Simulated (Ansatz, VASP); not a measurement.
## One calculation of Al2O3, two programs

```
Al O
1.0
     2.37850    1.37323    4.32923
    -2.37850    1.37323    4.32923
     0.00000   -2.74646    4.32923
Al O
4 6
Direct
  0.85218 0.85218 0.85218
  0.64782 0.64782 0.64782
  0.14782 0.14782 0.14782
  0.35218 0.35218 0.35218
  0.05625 0.44375 0.75000
  0.75000 0.05625 0.44375
  0.44375 0.75000 0.05625
  0.94375 0.55625 0.25000
  0.25000 0.94375 0.55625
  0.55625 0.25000 0.94375
```

Alike in both runs: task relaxation of cell and atoms; functional PBE; k mesh 6 × 6 × 6; occupations gaussian, width 0.02 eV; no spin polarisation.

```csv
,VASP,Ansatz
version,VASP 6.6.1,Ansatz 0.2.0
potentials or method,"VASP PAW PBE potentials, release 64 (Al, O), cutoff 600 eV","scalar-relativistic, plane waves, PAW"
valence electrons in the cell,48,48
```

Ansatz gave:

```
gap on the k mesh at the Fermi level, each at its own relaxed structure (eV) : 5.86
relaxed volume (Å³/atom)                                                     : 8.76
relaxed cell length with the largest relative difference (Å)                 : 5.180
```

Problem. What did VASP give for the same quantities?

Solution. gap on the k mesh at the Fermi level, each at its own relaxed structure (eV): 5.87; relaxed volume (Å³/atom): 8.75; relaxed cell length with the largest relative difference (Å): 5.178.
